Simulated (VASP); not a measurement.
A run of VASP 6.6.1:

The input INCAR:

```
  ALGO = Normal
  DIPOL = 0.5 0.5 0.377
  EDIFF = 1E-6
  EDIFFG = -0.025
  ENCUT = 520
  GGA = PE
  IBRION = 2
  IDIPOL = 3
  ISIF = 2
  ISMEAR = 0
  KPAR = 4
  LASPH = T
  LCHARG = F
  LDIPOL = T
  LREAL = F
  LWAVE = F
  NELM = 100
  NSW = 36
  PREC = Accurate
  SIGMA = 0.1
```

KPOINTS

```
k-points
0
Gamma
  12 12 1
```

The input POSCAR:

```
Ru4Cl
1.0
    2.7197977464      0.0000000000      0.0000000000
   -1.3598988732      2.3554139415      0.0000000000
    0.0000000000      0.0000000000     21.8663388628
Ru Cl
4 1
Selective dynamics
Direct
    0.6666666667      0.3333333333      0.1829295716  F F F
    0.3333333333      0.6666666667      0.2811778378  F F F
    0.6666666667      0.3333333333      0.3790816283  F F F
    0.3333333333      0.6666666667      0.4740774817  F F F
    0.3333333333      1.1666666667      0.5654371756  F F T
```

Potentials or basis: VASP PAW PBE potentials, release 64 (Ru_pv, Cl).

The run is started by

```bash
$ cat potpaw_PBE.64/Ru_pv/POTCAR potpaw_PBE.64/Cl/POTCAR > POTCAR
$ mpirun -np 4 vasp_std > vasp.out
```

Hardware: 4 MPI ranks on AMD EPYC 7R13 Processor (Zen 3) (shared host).

Task: How long does it take, and how much memory?

Result: It took 4.4 min on 4 MPI ranks on AMD EPYC 7R13 Processor (Zen 3), on a shared host, peak memory 0.34 GiB a rank. Counts: scf iterations 56, k points 43, ion steps 3.
